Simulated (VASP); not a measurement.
# P in VASP: notebook, part 2 of 2

VASP 6.6.1. The steps go on from the part before.

### 5 Relaxation of cell and atoms, PBE

INCAR

```
SYSTEM = P
ALGO = Normal ; EDIFF = 1E-6
EDIFFG = -0.01 ; ENCUT = 600
GGA = PE ; IBRION = 2
ISIF = 3 ; ISMEAR = 0
LASPH = .True. ; LCHARG = .False.
LREAL = .False. ; LWAVE = .False.
NELM = 80 ; NSW = 100
PREC = Accurate ; SIGMA = 0.1
```

KPOINTS

```
k-points
0
Gamma
  22 22 22
  0 0 0
```

POSCAR

```
P
1.0
    2.4208255627      0.0000000000      0.0000000000
    0.0000000000      2.4208255627      0.0000000000
    0.0000000000      0.0000000000      2.4952407904
P
1
Direct
    0.0000000000      0.0000000000      0.0000000000
```

Potentials or basis: VASP PAW PBE potentials, release 64 (P).

Run with:

```sh
$ cat potpaw_PBE.64/P/POTCAR > POTCAR
$ mpirun -np 1 vasp_std > vasp.out
```

OUTCAR:

```text
SYSTEM = P
   EDIFF = 1E-6
   EDIFFG = -0.01
   ENCUT = 600
   GGA = PE
   IBRION = 2
   ISIF = 3
   ISMEAR = 0
   LASPH = .True.
   LREAL = .False.
   NELM = 80
   NSW = 100
   PREC = Accurate

 ion  position               nearest neighbor table
   1  0.000  0.000  0.000-

  LATTYP: Found a simple tetragonal cell.
 ALAT       =     2.4208255627
 C/A-ratio  =     1.0307396075

  Lattice vectors:

 A1 = (   2.4208255627,   0.0000000000,   0.0000000000)
 A2 = (   0.0000000000,   2.4208255627,   0.0000000000)
 A3 = (   0.0000000000,   0.0000000000,   2.4952407904)

Analysis of symmetry for initial positions (statically):
=====================================================================
 Subroutine PRICEL returns:
 Original cell was already a primitive cell.

 Routine SETGRP: Setting up the symmetry group for a
 simple tetragonal supercell.

 Subroutine GETGRP returns: Found 16 space group operations
 (whereof 16 operations were pure point group operations)
 out of a pool of 16 trial point group operations.

The static configuration has the point symmetry D_4h.

Analysis of symmetry for dynamics (positions and initial velocities):
=====================================================================
 Subroutine PRICEL returns:
 Original cell was already a primitive cell.

 Routine SETGRP: Setting up the symmetry group for a
 simple tetragonal supercell.

 Subroutine GETGRP returns: Found 16 space group operations
 (whereof 16 operations were pure point group operations)
 out of a pool of 16 trial point group operations.

The dynamic configuration has the point symmetry D_4h.

 Subroutine INISYM returns: Found 16 space group operations
 (whereof 16 operations are pure point group operations),
 and found     1 'primitive' translations

----------------------------------------------------------------------------------------

                                     Primitive cell

  volume of cell :      14.6231

  direct lattice vectors                    reciprocal lattice vectors
     2.420825563  0.000000000  0.000000000     0.413082221  0.000000000  0.000000000
     0.000000000  2.420825563  0.000000000     0.000000000  0.413082221  0.000000000
     0.000000000  0.000000000  2.495240790     0.000000000  0.000000000  0.400762926

  length of vectors
     2.420825563  2.420825563  2.495240790     0.413082221  0.413082221  0.400762926

  position of ions in fractional coordinates (direct lattice)
     0.000000000  0.000000000  0.000000000

  ion indices of the primitive-cell ions
   primitive index   ion index
                 1           1

----------------------------------------------------------------------------------------

 KPOINTS: k-points

Automatic generation of k-mesh.
 Grid dimensions read from file:
 generate k-points for:   22   22   22

 Generating k-lattice:

  Cartesian coordinates                     Fractional coordinates (reciprocal lattice)
     0.018776465  0.000000000  0.000000000     0.045454545  0.000000000  0.000000000
     0.000000000  0.018776465  0.000000000     0.000000000  0.045454545  0.000000000
     0.000000000  0.000000000  0.018216497     0.000000000  0.000000000  0.045454545

  Length of vectors
     0.018776465  0.018776465  0.018216497

  Shift w.r.t. Gamma in fractional coordinates (k-lattice)
     0.000000000  0.000000000  0.000000000

 Subroutine IBZKPT returns following result:
 ===========================================

 Found    936 irreducible k-points:

 Following reciprocal coordinates:
            Coordinates               Weight
  0.000000  0.000000  0.000000      1.000000
  0.045455  0.000000  0.000000      4.000000
  0.090909  0.000000  0.000000      4.000000
  0.136364  0.000000  0.000000      4.000000
  0.181818  0.000000  0.000000      4.000000
  0.227273  0.000000  0.000000      4.000000
[... 16 lines left out ...]
  0.500000  0.045455  0.000000      4.000000
  0.090909  0.090909  0.000000      4.000000
 [... further k-points ...]
   k-points           NKPTS =    936   k-points in BZ     NKDIM =    936   number of bands    NBANDS=      6
   number of dos      NEDOS =    301   number of ions     NIONS =      1
   total plane-waves  NPLWV =   8000
   dimension x,y,z NGX =    20 NGY =   20 NGZ =   20
   dimension x,y,z NGXF=    40 NGYF=   40 NGZF=   40
   ions per type =               1
   NGX,Y,Z   is equivalent  to a cutoff of  13.73, 13.73, 13.33 a.u.
   NGXF,Y,Z  is equivalent  to a cutoff of  27.47, 27.47, 26.65 a.u.
 SYSTEM =  P
   PREC   = accura    normal or accurate (medium, high low for compatibility)
   ISTART =      0    job   : 0-new  1-cont  2-samecut
   ICHARG =      2    charge: 1-file 2-atom 10-const
   ISPIN  =      1    spin polarized calculation?
   LNONCOLLINEAR =      F non collinear calculations
   LSORBIT =      F    spin-orbit coupling
   LASPH  =      T    aspherical Exc in radial PAW
   ENCUT  =  600.0 eV  44.10 Ry    6.64 a.u.   4.83  4.83  4.98*2*pi/ulx,y,z
   NELM   =     80;   NELMIN=  2; NELMDL= -5     # of ELM steps
   EDIFF  = 0.1E-05   stopping-criterion for ELM
   LREAL  =      F    real-space projection
   EDIFFG = -.1E-01   stopping-criterion for IOM
   NSW    =    100    number of steps for IOM
   IBRION =      2    ionic relax: 0-MD 1-quasi-New 2-CG
   NFREE  =      1    steps in history (QN), initial steepest desc. (CG)
   ISIF   =      3    stress and relaxation
   ISYM   =      2    0-nonsym 1-usesym 2-fastsym
   POTIM  = 0.5000    time-step for ionic-motion
   TEBEG  =    0.0;   TEEND  =   0.0 temperature during run
   PSTRESS=    0.0 pullay stress
   NELECT =       5.0000    total number of electrons
   NUPDOWN=      -1.0000    fix difference up-down
   EMIN   =  10.00;   EMAX   =-10.00  energy-range for DOS
   EFERMI =   0.00;   METHOD = LEGACY
   ISMEAR =     0;   SIGMA  =   0.10  broadening in eV -4-tet -1-fermi 0-gaus
   EFERMI_NEDOS =   21; number of points for ismear=-14 and -15
   IALGO  =     38    algorithm
   IMIX   =      4    mixing-type and parameters
     AMIX     =   0.40;   BMIX     =  1.00
     AMIX_MAG =   1.60;   BMIX_MAG =  1.00
  volume/ion in A,a.u.               =      14.62        98.68
  Fermi-wavevector in a.u.,A,eV,Ry     =   1.144770  2.163302 17.830421  1.310499
  Thomas-Fermi vector in A             =   2.281461
   LORBIT       =      0    0 simple, 1 ext, 2 COOP (PROOUT), +10 PAW based schemes
   GGA     = PE    functional components
   LHFCALC =     F    Hartree Fock is set to
   AEXX    =    0.0000 exact exchange contribution
   IVDW    =     0    specifies the selected vdW correction
   LEPSILON=     F    determine dielectric tensor
   LRPA    =     F    only Hartree local field effects (RPA)
 conjugate gradient relaxation of ions
 non-spin polarized calculation
 Gauss-broadening in eV      SIGMA  =   0.10
  energy-cutoff  :      600.00
  volume of cell :       14.62
 maximum number of plane-waves:       508
 NGX is ok and might be reduce to    20
   NGX =  9   NGY =  9   NGZ =  9

--------------------------------------- Ionic step        1  -------------------------------------------

 number of electron       5.0000000 magnetization

 Free energy of the ion-electron system (eV)
  ---------------------------------------------------
  ext. energy  EPLUGINS =         0.00000000
  ---------------------------------------------------
  free energy    TOTEN  =        -5.26816115 eV

  energy without entropy =       -5.26679776  energy(sigma->0) =       -5.26747945

------------------------ aborting loop because EDIFF is reached ----------------------------------------

  FORCE on cell =-STRESS in cart. coord.  units (eV):
  Direction    XX          YY          ZZ          XY          YZ          ZX
  --------------------------------------------------------------------------------------
  -------------------------------------------------------------------------------------
  Total        0.2243121      0.2243121     -0.5020688      0.0000000     -0.0000000      0.0000000
  in kB       24.5767195     24.5767195    -55.0090760      0.0000000     -0.0000000      0.0000000
  external PRESSURE =      -1.9518790 kB  Pullay stress =       0.0000000 kB
[... 57 lines left out ...]
--------------------------------------- Ionic step        3  -------------------------------------------

 number of electron       5.0000001 magnetization

 Free energy of the ion-electron system (eV)
  ---------------------------------------------------
  ext. energy  EPLUGINS =         0.00000000
  ---------------------------------------------------
  free energy    TOTEN  =        -5.27584720 eV

  energy without entropy =       -5.27466593  energy(sigma->0) =       -5.27525656

 E-fermi :   9.5809     XC(G=0): -11.2713

 val. band max:        9.5563419604   @ k =   0.2727   0.2727   0.4545
 cond. band min:       9.6306725097   @ k =   0.3182   0.2273   0.1364
 fundamental gap:      0.0743305493
 Fermi energy:         9.5808653299

 k-point     1 :       0.0000    0.0000    0.0000
  band No.  band energies     occupation
      1      -6.8647      2.00000
      2      14.6253      0.00000
      3      14.6253      0.00000
      4      14.6283      0.00000
      5      16.4245      0.00000
      6      16.4252      0.00000
[... 199 lines left out ...]
 k-point    24 :       0.0909    0.0909    0.0000
  band No.  band energies     occupation
      1      -6.4884      2.00000
      2      11.7667      0.00000
      3      12.6988      0.00000
      4      14.9237      0.00000
      5      17.9137      0.00000
      6      19.9516      0.00000

 [... further k-points ...]
[... 5 lines left out ...]
  --------------------------------------------------------------------------------------
  -------------------------------------------------------------------------------------
  Total       -0.0082266     -0.0082266     -0.0073371      0.0000000     -0.0000000      0.0000000
  in kB       -0.9036284     -0.9036284     -0.8059172      0.0000000     -0.0000000      0.0000000
  external PRESSURE =      -0.8710580 kB  Pullay stress =       0.0000000 kB
[... 16 lines left out ...]
  FREE ENERGIE OF THE ION-ELECTRON SYSTEM (eV)
  ---------------------------------------------------
  free  energy   TOTEN  =        -5.2758471994 eV

  energy  without entropy=       -5.2746659293  energy(sigma->0) =       -5.27525656

 reached required accuracy - stopping structural energy minimisation
```

OSZICAR:

```text
N       E                     dE             d eps       ncg     rms          rms(c)
DAV:   1     0.397694408240E+01    0.39769E+01   -0.23288E+03 11496   0.683E+02
DAV:   2    -0.512020464099E+01   -0.90971E+01   -0.86106E+01 16026   0.742E+01
DAV:   3    -0.526499135236E+01   -0.14479E+00   -0.14440E+00 13860   0.103E+01
DAV:   4    -0.526545679145E+01   -0.46544E-03   -0.46540E-03 18006   0.540E-01
[... 16 lines left out ...]
DAV:   1    -0.527615575380E+01   -0.53781E-03   -0.18886E-02 13002   0.964E-01    0.871E-02
DAV:   2    -0.527595017462E+01    0.20558E-03   -0.65106E-04 13380   0.231E-01    0.453E-02
DAV:   3    -0.527584608089E+01    0.10409E-03   -0.31197E-04 13164   0.123E-01    0.684E-03
DAV:   4    -0.527584718418E+01   -0.11033E-05   -0.16672E-05 12918   0.400E-02    0.497E-03
DAV:   5    -0.527584719943E+01   -0.15251E-07   -0.94418E-08  8718   0.345E-03
   3 F= -.52758472E+01 E0= -.52752566E+01  d E =-.768605E-02
```

CONTCAR:

```text
P
   1.00000000000000
     2.4433819337903380    0.0000000000000000    0.0000000000000000
     0.0000000000000000    2.4433819337903380    0.0000000000000000
     0.0000000000000000   -0.0000000000000000    2.4432018275151592
  P
     1
Direct
     0.0000000000000000    0.0000000000000000    0.0000000000000000

  0.00000000E+00  0.00000000E+00  0.00000000E+00
```

Wall time 2.5 min (1 thread of Intel Xeon 8259CL, shared host); peak memory 0.2 GiB.

Results:

```
Free energy                            : -5.2758 eV
Relaxed volume                         : 14.59 Å³/atom
Relaxed cell                           : a = 2.443 Å, b = 2.443 Å, c = 2.443 Å, α = 90.00°, β = 90.00°, γ = 90.00°
Space group after relaxing (to 0.05 Å) : Pm-3m (No. 221)
Energy gained by relaxing              : 7.7 meV/atom
Ionic steps                            : 3
Pressure after relaxing                : -0.1 GPa
```

The path:
```
step  energy change (eV)  largest force (eV/Å)  pressure (GPa)  volume (Å³)
   1              0.0000                0.0000           -0.20        14.62
   2             -0.0075                0.0000           -0.03        14.58
   3             -0.0077                0.0000           -0.09        14.59
```

Final structure:
```
P
1.0
     2.44338    0.00000    0.00000
     0.00000    2.44338    0.00000
     0.00000    0.00000    2.44320
P
1
Direct
  0.00000 0.00000 0.00000
```

### 6 The runs side by side

| task | cell | k mesh | cutoff (eV) | smearing | gap on the mesh (eV) | pressure (GPa) |
| --- | --- | --- | --- | --- | --- | --- |
| single point | a = 2.421, b = 2.421, c = 2.495 Å, 1 atom | 6 × 6 × 6 | 520 | gaussian 0.1 eV | none | -0.3 |
| single point | a = 4.889 Å, 8 atoms | 4 × 4 × 4 | 520 | gaussian 0.2 eV | none | -0.3 |
| single point | a = 2.444 Å, 1 atom | 22 × 22 × 22 | 520 | gaussian 0.1 eV | none | -0.3 |
| relaxation of cell and atoms | relaxed from a = 2.421, b = 2.421, c = 2.495 Å, 1 atom | 22 × 22 × 22 | 600 | gaussian 0.1 eV | none | -0.1 |

Alike in all rows: level PBE; potentials or basis VASP PAW PBE potentials, release 64 (P); no spin polarisation.

Caveats: some runs use coarse meshes.

Absolute energies hang on the potentials; compare differences alone.
